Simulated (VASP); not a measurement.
# Cs2PbI2Cl2 (I4/mmm) in VASP: notebook

Cs2PbI2Cl2 is run at these levels: PBE; tasks: single point.

Everything below comes from runs of VASP 6.6.1. Logs are shortened: lines on timing, memory, paths and dates and some standing lists are left out, and cuts for length are marked.

## 1. The cell of the first run

Symmetry: I4/mmm, No. 139, tetragonal system. Conventional cell: a = 5.696 Å, b = 5.696 Å, c = 19.215 Å, α = 90.00°, β = 90.00°, γ = 90.00°. Within 5.0 Å of Cs (site symmetry 4mm) lie 4 Cl at 3.79 Å and 5 I at 3.89 to 4.09 Å and 4 Pb at 4.74 Å and 1 Cs at 4.99 Å. Within 3.8 Å of Pb (site symmetry 4/mmm) lie 4 Cl at 2.85 Å and 2 I at 3.22 Å. I (site symmetry 4mm) has 1 Pb at 3.22 Å and 5 Cs at 3.89 to 4.09 Å and 4 Cl at 4.30 Å within 4.3 Å. Cl (site symmetry mmm) has 2 Pb at 2.85 Å and 4 Cs at 3.79 Å within 3.8 Å.

## 2. Single point, PBE

Contents of INCAR:

```
SYSTEM = Cs2PbI2Cl2
PREC     = Accurate       ! precision mode
ENCUT    = 520            ! plane-wave cutoff, eV
EDIFF    = 1E-7           ! SCF threshold, eV
ISMEAR   = -1             ! smearing method
SIGMA    = 0.02           ! smearing width, eV
LREAL    = .FALSE.        ! projectors in reciprocal space
LASPH    = .TRUE.         ! aspherical terms in the spheres
NELM     = 60             ! most SCF steps
ALGO     = Normal         ! electronic algorithm
ISIF     = 2              ! what is computed and relaxed
LWAVE    = .FALSE.        ! write WAVECAR
LCHARG   = .FALSE.        ! write CHGCAR
GGA      = PE             ! functional
NBANDS   = 39             ! bands
```

Contents of KPOINTS:

```
regular mesh
0
G
  6 6 6
  0 0 0
```

Contents of POSCAR:

```
Cs2PbI2Cl2
1.0
   -2.8477935741      2.8477935741      9.6075228601
    2.8477935741     -2.8477935741      9.6075228601
    2.8477935741      2.8477935741     -9.6075228601
Cs Pb I Cl
2 1 2 2
Direct
    0.3700726766      0.3700726766      0.0000000000
    0.6299273234      0.6299273234      0.0000000000
    0.0000000000      0.0000000000      0.0000000000
    0.1674978303      0.1674978303      0.0000000000
    0.8325021697      0.8325021697      0.0000000000
    0.5000000000      0.0000000000      0.5000000000
    0.0000000000      0.5000000000      0.5000000000
```

Potentials or basis: VASP PAW PBE potentials, release 64 (Cs_sv, Pb_d, I, Cl).

Run with:

```bash
cat potpaw_PBE.64/Cs_sv/POTCAR potpaw_PBE.64/Pb_d/POTCAR potpaw_PBE.64/I/POTCAR potpaw_PBE.64/Cl/POTCAR > POTCAR
mpirun -np 1 vasp_std > vasp.out
```

OUTCAR:

```text
SYSTEM = Cs2PbI2Cl2
   PREC = Accurate
   ENCUT = 520
   EDIFF = 1E-7
   ISMEAR = -1
   LREAL = .FALSE.
   LASPH = .TRUE.
   NELM = 60
   ISIF = 2
   GGA = PE

 ion  position               nearest neighbor table
   1  0.370  0.370  0.000-
   2  0.630  0.630  0.000-
   3  0.000  0.000  0.000-   6 2.85   7 2.85   7 2.85   6 2.85   4 3.22   5 3.22
   4  0.167  0.167  0.000-   3 3.22
   5  0.833  0.833  0.000-   3 3.22
   6  0.500  0.000  0.500-   3 2.85   3 2.85
   7  0.000  0.500  0.500-   3 2.85   3 2.85

  LATTYP: Found a body centered tetragonal cell.
 ALAT       =     5.6955871482
 C/A-ratio  =     3.3736724977

  Lattice vectors:

 A1 = (  -2.8477935741,   2.8477935741,   9.6075228601)
 A2 = (   2.8477935741,  -2.8477935741,   9.6075228601)
 A3 = (   2.8477935741,   2.8477935741,  -9.6075228601)

Analysis of symmetry for initial positions (statically):
=====================================================================
 Subroutine PRICEL returns:
 Original cell was already a primitive cell.

 Routine SETGRP: Setting up the symmetry group for a
 body centered tetragonal supercell.

 Subroutine GETGRP returns: Found 16 space group operations
 (whereof 16 operations were pure point group operations)
 out of a pool of 16 trial point group operations.

The static configuration has the point symmetry D_4h.

Analysis of symmetry for dynamics (positions and initial velocities):
=====================================================================
 Subroutine PRICEL returns:
 Original cell was already a primitive cell.

 Routine SETGRP: Setting up the symmetry group for a
 body centered tetragonal supercell.

 Subroutine GETGRP returns: Found 16 space group operations
 (whereof 16 operations were pure point group operations)
 out of a pool of 16 trial point group operations.

The dynamic configuration has the point symmetry D_4h.

 Subroutine INISYM returns: Found 16 space group operations
 (whereof 16 operations are pure point group operations),
 and found     1 'primitive' translations

----------------------------------------------------------------------------------------

                                     Primitive cell

  volume of cell :     311.6653

  direct lattice vectors                    reciprocal lattice vectors
    -2.847793574  2.847793574  9.607522860     0.000000000  0.175574524  0.052042551
     2.847793574 -2.847793574  9.607522860     0.175574524  0.000000000  0.052042551
     2.847793574  2.847793574 -9.607522860     0.175574524  0.175574524  0.000000000

  length of vectors
    10.417502195 10.417502195 10.417502195     0.183125204  0.183125204  0.248299872

  position of ions in fractional coordinates (direct lattice)
     0.370072677  0.370072677  0.000000000
     0.629927323  0.629927323  0.000000000
     0.000000000  0.000000000  0.000000000
     0.167497830  0.167497830  0.000000000
     0.832502170  0.832502170  0.000000000
     0.500000000  0.000000000  0.500000000
     0.000000000  0.500000000  0.500000000

  ion indices of the primitive-cell ions
   primitive index   ion index
                 1           1
                 2           2
                 3           3
                 4           4
                 5           5
                 6           6
                 7           7

----------------------------------------------------------------------------------------

 KPOINTS: regular mesh

Automatic generation of k-mesh.
 Grid dimensions read from file:
 generate k-points for:    6    6    6

 Generating k-lattice:

  Cartesian coordinates                     Fractional coordinates (reciprocal lattice)
     0.000000000  0.029262421  0.008673759     0.166666667 -0.000000000  0.000000000
     0.029262421  0.000000000  0.008673759    -0.000000000  0.166666667  0.000000000
     0.029262421  0.029262421  0.000000000     0.000000000  0.000000000  0.166666667

  Length of vectors
     0.030520867  0.030520867  0.041383312

  Shift w.r.t. Gamma in fractional coordinates (k-lattice)
     0.000000000  0.000000000  0.000000000

 Subroutine IBZKPT returns following result:
 ===========================================

 Found     30 irreducible k-points:

 Following reciprocal coordinates:
            Coordinates               Weight
  0.000000  0.000000  0.000000      1.000000
  0.166667 -0.000000  0.000000      8.000000
  0.333333 -0.000000  0.000000      8.000000
  0.500000 -0.000000  0.000000      4.000000
  0.166667  0.166667  0.000000      8.000000
  0.333333  0.166667  0.000000     16.000000
[... 16 lines left out ...]
 -0.333333 -0.333333  0.166667      8.000000
 -0.166667 -0.333333  0.166667      8.000000
 [... further k-points ...]
   k-points           NKPTS =     30   k-points in BZ     NKDIM =     30   number of bands    NBANDS=     39
   number of dos      NEDOS =    301   number of ions     NIONS =      7
   total plane-waves  NPLWV = 512000
   dimension x,y,z NGX =    80 NGY =   80 NGZ =   80
   dimension x,y,z NGXF=   160 NGYF=  160 NGZF=  160
   ions per type =               2   1   2   2
   NGX,Y,Z   is equivalent  to a cutoff of  12.77, 12.77, 12.77 a.u.
   NGXF,Y,Z  is equivalent  to a cutoff of  25.53, 25.53, 25.53 a.u.
 SYSTEM =  Cs2PbI2Cl2
   PREC   = accura    normal or accurate (medium, high low for compatibility)
   ISTART =      0    job   : 0-new  1-cont  2-samecut
   ICHARG =      2    charge: 1-file 2-atom 10-const
   ISPIN  =      1    spin polarized calculation?
   LNONCOLLINEAR =      F non collinear calculations
   LSORBIT =      F    spin-orbit coupling
   LASPH  =      T    aspherical Exc in radial PAW
   ENCUT  =  520.0 eV  38.22 Ry    6.18 a.u.  19.37 19.37 19.37*2*pi/ulx,y,z
   NELM   =     60;   NELMIN=  2; NELMDL= -5     # of ELM steps
   EDIFF  = 0.1E-06   stopping-criterion for ELM
   LREAL  =      F    real-space projection
   EDIFFG = 0.1E-05   stopping-criterion for IOM
   NSW    =      0    number of steps for IOM
   IBRION =     -1    ionic relax: 0-MD 1-quasi-New 2-CG
   NFREE  =      0    steps in history (QN), initial steepest desc. (CG)
   ISIF   =      2    stress and relaxation
   ISYM   =      2    0-nonsym 1-usesym 2-fastsym
   POTIM  = 0.5000    time-step for ionic-motion
   TEBEG  =    0.0;   TEEND  =   0.0 temperature during run
   PSTRESS=    0.0 pullay stress
   NELECT =      60.0000    total number of electrons
   NUPDOWN=      -1.0000    fix difference up-down
   EMIN   =  10.00;   EMAX   =-10.00  energy-range for DOS
   EFERMI =   0.00;   METHOD = LEGACY
   ISMEAR =    -1;   SIGMA  =   0.02  broadening in eV -4-tet -1-fermi 0-gaus
   EFERMI_NEDOS =   21; number of points for ismear=-14 and -15
   IALGO  =     38    algorithm
   IMIX   =      4    mixing-type and parameters
     AMIX     =   0.40;   BMIX     =  1.00
     AMIX_MAG =   1.60;   BMIX_MAG =  1.00
  volume/ion in A,a.u.               =      44.52       300.46
  Fermi-wavevector in a.u.,A,eV,Ry     =   0.945284  1.786328 12.157654  0.893562
  Thomas-Fermi vector in A             =   2.073171
   LORBIT       =      0    0 simple, 1 ext, 2 COOP (PROOUT), +10 PAW based schemes
   GGA     = PE    functional components
   LHFCALC =     F    Hartree Fock is set to
   AEXX    =    0.0000 exact exchange contribution
   IVDW    =     0    specifies the selected vdW correction
   LEPSILON=     F    determine dielectric tensor
   LRPA    =     F    only Hartree local field effects (RPA)
 non-spin polarized calculation
  energy-cutoff  :      520.00
  volume of cell :      311.67
 maximum number of plane-waves:      8435
 NGX is ok and might be reduce to    80
   NGX = 39   NGY = 39   NGZ = 39

 number of electron      60.0000001 magnetization

 Free energy of the ion-electron system (eV)
  ---------------------------------------------------
  ext. energy  EPLUGINS =         0.00000000
  ---------------------------------------------------
  free energy    TOTEN  =       -22.07746305 eV

  energy without entropy =      -22.07746305  energy(sigma->0) =      -22.07746305

 E-fermi :   1.1424     XC(G=0):  -7.4280

 val. band max:        0.7317550591   @ k =   0.5000   0.5000   0.0000
 cond. band min:       3.1883905255   @ k =   0.5000   0.5000   0.0000
 fundamental gap:      2.4566354664
 Fermi energy:         1.1423886055

 k-point     1 :       0.0000    0.0000    0.0000
  band No.  band energies     occupation
      1     -19.7753      2.00000
      2     -19.7692      2.00000
      3     -15.5833      2.00000
      4     -15.4491      2.00000
      5     -15.3908      2.00000
      6     -15.3615      2.00000
[... 31 lines left out ...]
     38       6.3866      0.00000
     39       6.3866      0.00000

 k-point     2 :       0.1667   -0.0000    0.0000
  band No.  band energies     occupation
      1     -19.7746      2.00000
      2     -19.7689      2.00000
      3     -15.5684      2.00000
      4     -15.4404      2.00000
      5     -15.3911      2.00000
      6     -15.3618      2.00000
[... 31 lines left out ...]
     38       6.2561      0.00000
     39       6.4071      0.00000

 k-point     3 :       0.3333   -0.0000    0.0000
  band No.  band energies     occupation
      1     -19.7733      2.00000
      2     -19.7685      2.00000
      3     -15.5443      2.00000
      4     -15.4156      2.00000
      5     -15.3917      2.00000
      6     -15.3623      2.00000
[... 31 lines left out ...]
     38       6.6372      0.00000
     39       6.9049      0.00000

 k-point     4 :       0.5000   -0.0000    0.0000
  band No.  band energies     occupation
      1     -19.7726      2.00000
      2     -19.7683      2.00000
      3     -15.5353      2.00000
      4     -15.3991      2.00000
      5     -15.3920      2.00000
      6     -15.3626      2.00000
[... 31 lines left out ...]
     38       6.9849      0.00000
     39       7.1798      0.00000
[... 754 lines left out ...]
     38       6.9290      0.00000
     39       7.0097      0.00000

 k-point    23 :      -0.3333   -0.3333    0.1667
  band No.  band energies     occupation
      1     -19.7734      2.00000
      2     -19.7693      2.00000
      3     -15.5511      2.00000
      4     -15.4339      2.00000
      5     -15.3914      2.00000
      6     -15.3618      2.00000
[... 31 lines left out ...]
     38       6.5282      0.00000
     39       6.9945      0.00000

 k-point    24 :      -0.1667   -0.3333    0.1667
  band No.  band energies     occupation
      1     -19.7742      2.00000
      2     -19.7694      2.00000
      3     -15.5684      2.00000
      4     -15.4404      2.00000
      5     -15.3911      2.00000
      6     -15.3618      2.00000
[... 31 lines left out ...]
     38       6.3345      0.00000
     39       6.6035      0.00000

 [... further k-points ...]

------------------------ aborting loop because EDIFF is reached ----------------------------------------

  FORCE on cell =-STRESS in cart. coord.  units (eV):
  Direction    XX          YY          ZZ          XY          YZ          ZX
  --------------------------------------------------------------------------------------
  -------------------------------------------------------------------------------------
  Total        1.1198099      1.1198099      0.9390690      0.0000000      0.0000000      0.0000000
  in kB        5.7566052      5.7566052      4.8274709      0.0000000      0.0000000      0.0000000
  external PRESSURE =       5.4468938 kB  Pullay stress =       0.0000000 kB

 VOLUME and BASIS-vectors are now :
 -----------------------------------------------------------------------------
  energy-cutoff  :      520.00
  volume of cell :      311.67
      direct lattice vectors                 reciprocal lattice vectors
    -2.847793574  2.847793574  9.607522860     0.000000000  0.175574524  0.052042551
     2.847793574 -2.847793574  9.607522860     0.175574524  0.000000000  0.052042551
     2.847793574  2.847793574 -9.607522860     0.175574524  0.175574524  0.000000000

 POSITION                                       TOTAL-FORCE (eV/Angst)
 -----------------------------------------------------------------------------------
      0.00000      0.00000      7.11096        -0.000000     -0.000000     -0.044469
      0.00000      0.00000     12.10408        -0.000000     -0.000000      0.044469
      0.00000      0.00000      0.00000         0.000000      0.000000     -0.000000
      0.00000      0.00000      3.21848         0.000000      0.000000      0.035674
      0.00000      0.00000     15.99657         0.000000      0.000000     -0.035674
      0.00000      2.84779      0.00000         0.000000      0.000000      0.000000
      2.84779      0.00000      0.00000         0.000000      0.000000     -0.000000
 -----------------------------------------------------------------------------------
    total drift:                               -0.000000     -0.000000      0.000000

  FREE ENERGIE OF THE ION-ELECTRON SYSTEM (eV)
  ---------------------------------------------------
  free  energy   TOTEN  =       -22.0774630456 eV

  energy  without entropy=      -22.0774630455  energy(sigma->0) =      -22.07746305
```

Run time: 27 min. Hardware: 1 thread of Intel Xeon Platinum 8488C (Sapphire Rapids), shared host; peak memory 1.2 GiB.

Results:

| Property | Result |
| --- | --- |
| Free energy | -22.0775 eV |
| Pressure | 0.5 GPa |
| Largest force | 0.044 eV/Å |
| Band gap on the k mesh | 2.46 eV |

Forces in eV/Å, atoms in the order of the input:
```
Cs   0.000  0.000 -0.044
Cs   0.000  0.000  0.044
Pb   0.000  0.000  0.000
I    0.000  0.000  0.036
I    0.000  0.000 -0.036
Cl   0.000  0.000  0.000
Cl   0.000  0.000  0.000
```

Caveat: spin-orbit coupling is left out, which moves the levels of the heavy elements. A k mesh can miss the band edges.

## 3. Single point, PBE

This run uses another cell than the first one, of 46.25 Å³/atom.

Contents of INCAR:

```
  ALGO = Normal
  EDIFF = 1E-6
  ENCUT = 520
  GGA = PE
  ISIF = 2
  ISMEAR = -1
  LASPH = True
  LCHARG = False
  LREAL = False
  LWAVE = False
  NBANDS = 39
  NELM = 60
  PREC = Accurate
  SIGMA = 0.02
```

Contents of KPOINTS:

```
k-points
0
Gamma
  6 6 6
```

Contents of POSCAR:

```
Cs2PbI2Cl2
1.0
   -2.8820482357      2.8820482357      9.7442109636
    2.8820482357     -2.8820482357      9.7442109636
    2.8820482357      2.8820482357     -9.7442109636
Cs Pb I Cl
2 1 2 2
Direct
    0.3685183008      0.3685183008      0.0000000000
    0.6314816992      0.6314816992      0.0000000000
    0.0000000000      0.0000000000      0.0000000000
    0.1662524923      0.1662524923      0.0000000000
    0.8337475077      0.8337475077      0.0000000000
    0.5000000000      0.0000000000      0.5000000000
    0.0000000000      0.5000000000      0.5000000000
```

Potentials or basis: VASP PAW PBE potentials, release 64 (Cs_sv, Pb_d, I, Cl).

Run with:

```bash
cat potpaw_PBE.64/Cs_sv/POTCAR potpaw_PBE.64/Pb_d/POTCAR potpaw_PBE.64/I/POTCAR potpaw_PBE.64/Cl/POTCAR > POTCAR
mpirun -np 1 vasp_std > vasp.out
```

OUTCAR:

```text
EDIFF = 1E-6
   ENCUT = 520
   GGA = PE
   ISIF = 2
   ISMEAR = -1
   LASPH = True
   LREAL = False
   NELM = 60
   PREC = Accurate

 ion  position               nearest neighbor table
   1  0.369  0.369  0.000-
   2  0.631  0.631  0.000-
   3  0.000  0.000  0.000-   6 2.88   7 2.88   7 2.88   6 2.88   4 3.24   5 3.24
   4  0.166  0.166  0.000-   3 3.24
   5  0.834  0.834  0.000-   3 3.24
   6  0.500  0.000  0.500-   3 2.88   3 2.88
   7  0.000  0.500  0.500-   3 2.88   3 2.88

  LATTYP: Found a body centered tetragonal cell.
 ALAT       =     5.7640964714
 C/A-ratio  =     3.3810020398

  Lattice vectors:

 A1 = (  -2.8820482357,   2.8820482357,   9.7442109636)
 A2 = (   2.8820482357,  -2.8820482357,   9.7442109636)
 A3 = (   2.8820482357,   2.8820482357,  -9.7442109636)

Analysis of symmetry for initial positions (statically):
=====================================================================
 Subroutine PRICEL returns:
[... 184 lines left out ...]
 cond. band min:       2.9354191255   @ k =   0.5000   0.5000  -0.0000
 fundamental gap:      2.5147471290
 Fermi energy:         0.8576388280

 k-point     1 :       0.0000    0.0000    0.0000
  band No.  band energies     occupation
      1     -20.0533      2.00000
      2     -20.0489      2.00000
      3     -15.8114      2.00000
      4     -15.6987      2.00000
      5     -15.6598      2.00000
      6     -15.6320      2.00000
[... 997 lines left out ...]
     38       6.0756      0.00000
     39       6.3731      0.00000

 [... further k-points ...]

------------------------ aborting loop because EDIFF is reached ----------------------------------------

  FORCE on cell =-STRESS in cart. coord.  units (eV):
  Direction    XX          YY          ZZ          XY          YZ          ZX
  --------------------------------------------------------------------------------------
  -------------------------------------------------------------------------------------
  Total       -0.0822479     -0.0822479     -0.0120405      0.0000000      0.0000000      0.0000000
  in kB       -0.4070298     -0.4070298     -0.0595862      0.0000000      0.0000000      0.0000000
  external PRESSURE =      -0.2912153 kB  Pullay stress =       0.0000000 kB

 VOLUME and BASIS-vectors are now :
 -----------------------------------------------------------------------------
  energy-cutoff  :      520.00
  volume of cell :      323.75
      direct lattice vectors                 reciprocal lattice vectors
    -2.882048236  2.882048236  9.744210964     0.000000000  0.173487728  0.051312518
     2.882048236 -2.882048236  9.744210964     0.173487728  0.000000000  0.051312518
     2.882048236  2.882048236 -9.744210964     0.173487728  0.173487728  0.000000000

 POSITION                                       TOTAL-FORCE (eV/Angst)
 -----------------------------------------------------------------------------------
      0.00000      0.00000      7.18184         0.000000      0.000000     -0.002207
      0.00000      0.00000     12.30658        -0.000000     -0.000000      0.002207
      0.00000      0.00000      0.00000         0.000000      0.000000     -0.000000
      0.00000      0.00000      3.24000        -0.000000     -0.000000     -0.002198
      0.00000      0.00000     16.24842        -0.000000     -0.000000      0.002198
      0.00000      2.88205      0.00000         0.000000      0.000000      0.000000
      2.88205      0.00000      0.00000         0.000000      0.000000     -0.000000
 -----------------------------------------------------------------------------------
    total drift:                                0.000000     -0.000000      0.000000

  FREE ENERGIE OF THE ION-ELECTRON SYSTEM (eV)
  ---------------------------------------------------
  free  energy   TOTEN  =       -22.0986494537 eV

  energy  without entropy=      -22.0986494537  energy(sigma->0) =      -22.09864945
```

Wall time 23 min (1 thread of Intel Xeon Platinum 8488C (Sapphire Rapids), shared host); peak memory 1.2 GiB.

What came out:

- Free energy: -22.0986 eV
- Pressure: 0.0 GPa
- Band gap on the k mesh: 2.51 eV

Forces on the atoms (eV/Å):
```
Cs   0.000  0.000 -0.002
Cs   0.000  0.000  0.002
Pb   0.000  0.000  0.000
I    0.000  0.000 -0.002
I    0.000  0.000  0.002
Cl   0.000  0.000  0.000
Cl   0.000  0.000  0.000
```

Caveat: spin-orbit coupling is left out, which moves the levels of the heavy elements. A k mesh can miss the band edges.
